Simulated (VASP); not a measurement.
# BiO5 (I4mm) in VASP: single point with PBE

Aim: the single point of BiO5 with PBE.

All numbers are computed with VASP 6.6.1; they aren't measurements. Logs are shortened: lines on timing, memory, paths and dates and some standing lists are left out, and cuts for length are marked.

## Step 1: The cell of the first run

The structure is tetragonal, space group I4mm (No. 107). Conventional cell: a = 5.544 Å, b = 5.544 Å, c = 7.065 Å, α = 90.00°, β = 90.00°, γ = 90.00°. Within 2.5 Å of Bi (site symmetry 4mm) lie 1 O at 1.92 Å. Within 1.7 Å of O (site symmetry 2mm) lie 1 O at 1.25 Å. Within 2.5 Å of O (site symmetry 4mm) lie 1 Bi at 1.92 Å. O (site symmetry 2mm) has 1 O at 1.25 Å within 1.7 Å.

The cell was built from a structure type or drawn by symmetry, and may not be a known phase.

## Step 2: Single point, PBE

The input, INCAR:

```
SYSTEM = BiO5
PREC = Accurate
ENCUT = 600
EDIFF = 1E-6
ISMEAR = 0
SIGMA = 0.2
LREAL = .FALSE.
LASPH = .TRUE.
NELM = 120
ALGO = Normal
ISIF = 2
LWAVE = .FALSE.
LCHARG = .TRUE.
GGA = PE
LELF = .TRUE.
LVHAR = .TRUE.
NBANDS = 32
GGA_COMPAT = .FALSE.
```

The input, KPOINTS:

```
regular mesh
0
G
  4 4 4
  0 0 0
```

The input, POSCAR:

```
BiO5
1.0
   -2.7717680190      2.7717680190      3.5324313964
    2.7717680190     -2.7717680190      3.5324313964
    2.7717680190      2.7717680190     -3.5324313964
Bi O
1 5
Direct
    0.6885385856      0.6885385856      0.0000000000
    0.5725323687      0.0725323687      0.5000000000
    0.0725323687      0.5725323687      0.5000000000
    0.4164112420      0.4164112420      0.0000000000
    0.8960122325      0.3960122325      0.5000000000
    0.3960122325      0.8960122325      0.5000000000
```

Potentials or basis: VASP PAW PBE potentials, release 64 (Bi_d, O).

Command:

```
> cat potpaw_PBE.64/Bi_d/POTCAR potpaw_PBE.64/O/POTCAR > POTCAR
> mpirun -np 1 vasp_std > vasp.out
```

OUTCAR:

```text
SYSTEM = BiO5
   PREC = Accurate
   ENCUT = 600
   EDIFF = 1E-6
   ISMEAR = 0
   LREAL = .FALSE.
   LASPH = .TRUE.
   NELM = 120
   ISIF = 2
   GGA = PE

 ion  position               nearest neighbor table
   1  0.689  0.689  0.000-   4 1.92   3 2.89   2 2.89   2 2.89   3 2.89
   2  0.573  0.073  0.500-   6 1.25   1 2.89   1 2.89
   3  0.073  0.573  0.500-   5 1.25   1 2.89   1 2.89
   4  0.416  0.416  0.000-   1 1.92
   5  0.896  0.396  0.500-   3 1.25
   6  0.396  0.896  0.500-   2 1.25

  LATTYP: Found a body centered tetragonal cell.
 ALAT       =     5.5435360380
 C/A-ratio  =     1.2744325543

  Lattice vectors:

 A1 = (  -2.7717680190,   2.7717680190,   3.5324313964)
 A2 = (   2.7717680190,  -2.7717680190,   3.5324313964)
 A3 = (   2.7717680190,   2.7717680190,  -3.5324313964)

Analysis of symmetry for initial positions (statically):
=====================================================================
 Subroutine PRICEL returns:
 Original cell was already a primitive cell.

 Routine SETGRP: Setting up the symmetry group for a
 body centered tetragonal supercell.

 Subroutine GETGRP returns: Found  8 space group operations
 (whereof  8 operations were pure point group operations)
 out of a pool of 16 trial point group operations.

The static configuration has the point symmetry C_4v.

Analysis of symmetry for dynamics (positions and initial velocities):
=====================================================================
 Subroutine PRICEL returns:
 Original cell was already a primitive cell.

 Routine SETGRP: Setting up the symmetry group for a
 body centered tetragonal supercell.

 Subroutine GETGRP returns: Found  8 space group operations
 (whereof  8 operations were pure point group operations)
 out of a pool of 16 trial point group operations.

The dynamic configuration has the point symmetry C_4v.

 Subroutine INISYM returns: Found  8 space group operations
 (whereof  8 operations are pure point group operations),
 and found     1 'primitive' translations

----------------------------------------------------------------------------------------

                                     Primitive cell

  volume of cell :     108.5544

  direct lattice vectors                    reciprocal lattice vectors
    -2.771768019  2.771768019  3.532431396     0.000000000  0.180390277  0.141545566
[... 82 lines left out ...]
   EDIFF  = 0.1E-05   stopping-criterion for ELM
   LREAL  =      F    real-space projection
   EDIFFG = 0.1E-04   stopping-criterion for IOM
   NSW    =      0    number of steps for IOM
   IBRION =     -1    ionic relax: 0-MD 1-quasi-New 2-CG
   NFREE  =      0    steps in history (QN), initial steepest desc. (CG)
   ISIF   =      2    stress and relaxation
   ISYM   =      2    0-nonsym 1-usesym 2-fastsym
   POTIM  = 0.5000    time-step for ionic-motion
   TEBEG  =    0.0;   TEEND  =   0.0 temperature during run
   PSTRESS=    0.0 pullay stress
   NELECT =      45.0000    total number of electrons
   NUPDOWN=      -1.0000    fix difference up-down
   EMIN   =  10.00;   EMAX   =-10.00  energy-range for DOS
   EFERMI =   0.00;   METHOD = LEGACY
   ISMEAR =     0;   SIGMA  =   0.20  broadening in eV -4-tet -1-fermi 0-gaus
   EFERMI_NEDOS =   21; number of points for ismear=-14 and -15
   IALGO  =     38    algorithm
   IMIX   =      4    mixing-type and parameters
     AMIX     =   0.40;   BMIX     =  1.00
     AMIX_MAG =   1.60;   BMIX_MAG =  1.00
  volume/ion in A,a.u.               =      18.09       122.09
  Fermi-wavevector in a.u.,A,eV,Ry     =   1.220665  2.306722 20.272996  1.490023
  Thomas-Fermi vector in A             =   2.355874
   LORBIT       =      0    0 simple, 1 ext, 2 COOP (PROOUT), +10 PAW based schemes
   GGA     = PE    functional components
   LHFCALC =     F    Hartree Fock is set to
   AEXX    =    0.0000 exact exchange contribution
   IVDW    =     0    specifies the selected vdW correction
   LEPSILON=     F    determine dielectric tensor
   LRPA    =     F    only Hartree local field effects (RPA)
 non-spin polarized calculation
 Gauss-broadening in eV      SIGMA  =   0.20
  energy-cutoff  :      600.00
  volume of cell :      108.55
 maximum number of plane-waves:      3638
   NGX = 21   NGY = 21   NGZ = 21

 number of electron      44.9999995 magnetization

 Free energy of the ion-electron system (eV)
  ---------------------------------------------------
  ext. energy  EPLUGINS =         0.00000000
  ---------------------------------------------------
  free energy    TOTEN  =       -28.21527669 eV

  energy without entropy =      -28.07322208  energy(sigma->0) =      -28.14424938

 E-fermi :   0.9411     XC(G=0):  -8.3580

 val. band max:        0.9194841900   @ k =   0.5000   0.0000  -0.0000
 cond. band min:       0.9753682967   @ k =  -0.2500   0.5000   0.2500
 fundamental gap:      0.0558841067
 Fermi energy:         0.9411233323

 k-point     1 :       0.0000    0.0000    0.0000
  band No.  band energies     occupation
      1     -24.7788      2.00000
      2     -24.6278      2.00000
      3     -21.7672      2.00000
      4     -21.6884      2.00000
      5     -21.6826      2.00000
      6     -21.4025      2.00000
[... 444 lines left out ...]
     31      12.0535      0.00000
     32      12.2230      0.00000

------------------------ aborting loop because EDIFF is reached ----------------------------------------

  FORCE on cell =-STRESS in cart. coord.  units (eV):
  Direction    XX          YY          ZZ          XY          YZ          ZX
  --------------------------------------------------------------------------------------
  -------------------------------------------------------------------------------------
  Total       -0.1406287     -0.1406287      2.5309943      0.0000000      0.0000000      0.0000000
  in kB       -2.0755690     -2.0755690     37.3554750      0.0000000      0.0000000      0.0000000
  external PRESSURE =      11.0681123 kB  Pullay stress =       0.0000000 kB

 VOLUME and BASIS-vectors are now :
 -----------------------------------------------------------------------------
  energy-cutoff  :      600.00
  volume of cell :      108.55
      direct lattice vectors                 reciprocal lattice vectors
    -2.771768019  2.771768019  3.532431396     0.000000000  0.180390277  0.141545566
     2.771768019 -2.771768019  3.532431396     0.180390277  0.000000000  0.141545566
     2.771768019  2.771768019 -3.532431396     0.180390277  0.180390277  0.000000000

 POSITION                                       TOTAL-FORCE (eV/Angst)
 -----------------------------------------------------------------------------------
      0.00000      0.00000      4.86443         0.000000      0.000000      0.083175
      0.00000      2.77177      0.51243        -0.000000     -0.000000      0.922483
      2.77177      0.00000      0.51243        -0.000000     -0.000000      0.922483
      0.00000      0.00000      2.94189         0.000000      0.000000     -0.067696
     -0.00000      2.77177      2.79777        -0.000000      0.000000     -0.930222
      2.77177     -0.00000      2.79777         0.000000     -0.000000     -0.930222
 -----------------------------------------------------------------------------------
    total drift:                                0.000002      0.000002      0.000933

  FREE ENERGIE OF THE ION-ELECTRON SYSTEM (eV)
  ---------------------------------------------------
  free  energy   TOTEN  =       -28.2152766857 eV

  energy  without entropy=      -28.0732220764  energy(sigma->0) =      -28.14424938
```

OSZICAR:

```text
N       E                     dE             d eps       ncg     rms          rms(c)
DAV:   1     0.511217654699E+03    0.51122E+03   -0.24977E+04   832   0.160E+03
DAV:   2     0.304338631741E+02   -0.48078E+03   -0.45278E+03   912   0.435E+02
DAV:   3    -0.301165173703E+02   -0.60550E+02   -0.58489E+02  1016   0.159E+02
DAV:   4    -0.325694886384E+02   -0.24530E+01   -0.24239E+01  1024   0.347E+01
DAV:   5    -0.326525720566E+02   -0.83083E-01   -0.82986E-01  1104   0.635E+00    0.125E+01
DAV:   6    -0.294524294551E+02    0.32001E+01   -0.22035E+01  1304   0.337E+01    0.147E+01
DAV:   7    -0.289881692890E+02    0.46426E+00   -0.34914E+01  1048   0.144E+01    0.506E+00
DAV:   8    -0.284496387485E+02    0.53853E+00   -0.78109E-01  1064   0.579E+00    0.294E+00
DAV:   9    -0.282282781355E+02    0.22136E+00   -0.77317E-01  1176   0.545E+00    0.130E+00
DAV:  10    -0.282203453212E+02    0.79328E-02   -0.96149E-02   960   0.175E+00    0.777E-01
DAV:  11    -0.282150473099E+02    0.52980E-02   -0.33152E-02  1024   0.101E+00    0.136E-01
DAV:  12    -0.282152411438E+02   -0.19383E-03   -0.20392E-03  1240   0.288E-01    0.104E-01
DAV:  13    -0.282152621119E+02   -0.20968E-04   -0.61283E-04  1096   0.145E-01    0.271E-02
DAV:  14    -0.282152809152E+02   -0.18803E-04   -0.13182E-04  1064   0.584E-02    0.222E-02
DAV:  15    -0.282152768176E+02    0.40976E-05   -0.32753E-05  1160   0.345E-02    0.756E-03
DAV:  16    -0.282152766857E+02    0.13191E-06   -0.42724E-06   968   0.128E-02
   1 F= -.28215277E+02 E0= -.28144249E+02  d E =-.142055E+00
```

stdout:

```text
POSCAR found type information on POSCAR BiO
 POSCAR found :  2 types and       6 ions
 scaLAPACK will be used
 LDA part: xc-table for (Slater+PW92), standard interpolation
 POSCAR, INCAR and KPOINTS ok, starting setup
 FFT: planning ... GRIDC
 FFT: planning ... GRID_SOFT
 FFT: planning ... GRID
 WAVECAR not read
 entering main loop
```

Wall time 37 s (1 thread of Intel Xeon 6975P-C (Granite Rapids), shared host); peak memory 0.27 GiB.

Results:

* Free energy: -28.2153 eV
* Pressure: 1.1 GPa
* Largest force: 0.930 eV/Å
* Band gap on the k mesh: zero (an odd number of electrons rules out a gap without spin polarisation)

Forces on the atoms (eV/Å):
```
Bi   0.000  0.000  0.083
O    0.000  0.000  0.922
O    0.000  0.000  0.922
O    0.000  0.000 -0.068
O    0.000  0.000 -0.930
O    0.000  0.000 -0.930
```

Stress tensor (GPa, compression positive):
```
-0.21  0.00  0.00
 0.00 -0.21  0.00
 0.00  0.00  3.74
```

Levels at points of the mesh, in eV from the Fermi level:
```
           k point  band 19  band 20  band 21  band 22  band 23  band 24  band 25  band 26
(0.00, 0.00, 0.00)    -1.53    -1.53    -0.83    -0.83     0.33     0.33     3.52     3.52
(0.50, 0.00, 0.00)    -1.34    -1.03    -0.71    -0.12    -0.09    -0.02     2.24     3.24
(0.50, 0.50, 0.00)    -1.50    -1.25    -0.48    -0.45     0.26     0.34     1.96     2.38
(0.50, 0.50, 0.50)    -0.99    -0.99    -0.79    -0.79     0.18     0.18     3.08     3.08
```

Caveat: the k points lie up to 0.36 Å⁻¹ apart, too coarse for converged energies and pressures of a metal; the standard files for N, O and F lose accuracy on very short bonds; spin-orbit coupling is left out, which moves the levels of the heavy elements; an odd number of electrons without spin polarisation forces a metal; a magnetic or distorted state may lie lower.
